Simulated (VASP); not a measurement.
Runs of VASP 6.6.1 on AlN. The structure is that of space group F-43m (No. 216), or close to it. The cells are those of the table. 

```csv
cell,gap on the mesh (eV),pressure (GPa),largest force (eV/Å)
"a = 3.114, b = 3.114, c = 3.137 Å, angles 59.8, 59.8, 59.5°, 2 atoms",(d),-0.2,(b)
"a = 3.114, b = 3.114, c = 3.160 Å, angles 59.5, 59.5, 59.0°, 2 atoms",(c),-0.1,0.24
"a = 3.114, b = 3.114, c = 3.152 Å, angles 59.6, 59.6, 59.2°, 2 atoms",3.23,-0.1,0.20
"a = 3.114, b = 3.114, c = 3.168 Å, angles 59.4, 59.4, 58.8°, 2 atoms",3.19,0.0,(a)
"a = 3.114, b = 3.114, c = 3.051 Å, angles 60.7, 60.7, 61.3°, 2 atoms",3.16,0.1,0.32
```

Alike in all rows: task single point; level PBE; potentials or basis VASP PAW PBE potentials, release 64 (Al, N); no spin polarisation; k mesh 10 × 10 × 10; cutoff (eV) 520; smearing gaussian 0.05 eV.

**Question.** Fill in the values left out.

**Answer.** (a) 0.28; (b) 0.12; (c) 3.21; (d) 3.26.

A k mesh can miss the band edges.
